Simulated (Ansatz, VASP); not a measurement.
# One calculation of TlCr2, two programs

File INCAR:

```
SYSTEM = TlCr2
  PREC = Accurate
  ENCUT = 520
  EDIFF = 1E-6
  ISMEAR = 0
  SIGMA = 0.1
  LREAL = .FALSE.
  LASPH = .TRUE.
  NELM = 60
  ALGO = Normal
  ISIF = 2
  LWAVE = .FALSE.
  LCHARG = .FALSE.
  GGA = PE
  NBANDS = 46
```

The input KPOINTS:

```
regular mesh
0
G
  6 6 6
  0 0 0
```

Contents of POSCAR:

```
TlCr2
1.0
    0.0000000000      3.5905738387      3.5905738387
    3.5905738387      0.0000000000      3.5905738387
    3.5905738387      3.5905738387      0.0000000000
Cr Tl
4 2
Direct
    0.1250000000      0.1250000000      0.1250000000
    0.6250000000      0.1250000000      0.1250000000
    0.1250000000      0.1250000000      0.6250000000
    0.1250000000      0.6250000000      0.1250000000
    0.5000000000      0.5000000000      0.5000000000
    0.7500000000      0.7500000000      0.7500000000
```

Input for Ansatz:

```yaml
crystal:
  lattice:
    - [0.0, 3.5905738387, 3.5905738387]
    - [3.5905738387, 0.0, 3.5905738387]
    - [3.5905738387, 3.5905738387, 0.0]
  atoms:
    - { symbol: Cr, position: [0.125, 0.125, 0.125] }
    - { symbol: Cr, position: [0.625, 0.125, 0.125] }
    - { symbol: Cr, position: [0.125, 0.125, 0.625] }
    - { symbol: Cr, position: [0.125, 0.625, 0.125] }
    - { symbol: Tl, position: [0.5, 0.5, 0.5] }
    - { symbol: Tl, position: [0.75, 0.75, 0.75] }
basis:
  ecutwfc: 420
kpoints:
  mp_grid: { grid: [6, 6, 6] }
hamiltonian:
  xc: pbe
scf:
  occupations: { method: gaussian, width: 0.1 }
output:
  forces: true
  stress: true
  eigenvalues: true
```

Alike in both runs: task single point; functional PBE; k mesh 6 × 6 × 6; occupations gaussian, width 0.1 eV; no spin polarisation.

|  | VASP | Ansatz |
| --- | --- | --- |
| version | VASP 6.6.1 | Ansatz 0.2.0 |
| potentials or method | VASP PAW PBE potentials, release 64 (Cr_pv, Tl_d), cutoff 520 eV | scalar-relativistic, plane waves, PAW |
| valence electrons in the cell | 74 | 82 |

|  | VASP | Ansatz | Ansatz less VASP |
| --- | --- | --- | --- |
| gap on the k mesh at the Fermi level (eV) | none | none | - |
| pressure (GPa) | -0.3 | -0.1 | +0.21 |

A gap of «none» marks a metal or a gap that the smearing closes. VASP's potentials hold 74 valence electrons a cell and Ansatz's 82, so a difference there can come from the potentials and not from the codes.

Neither program's run includes spin-orbit coupling.
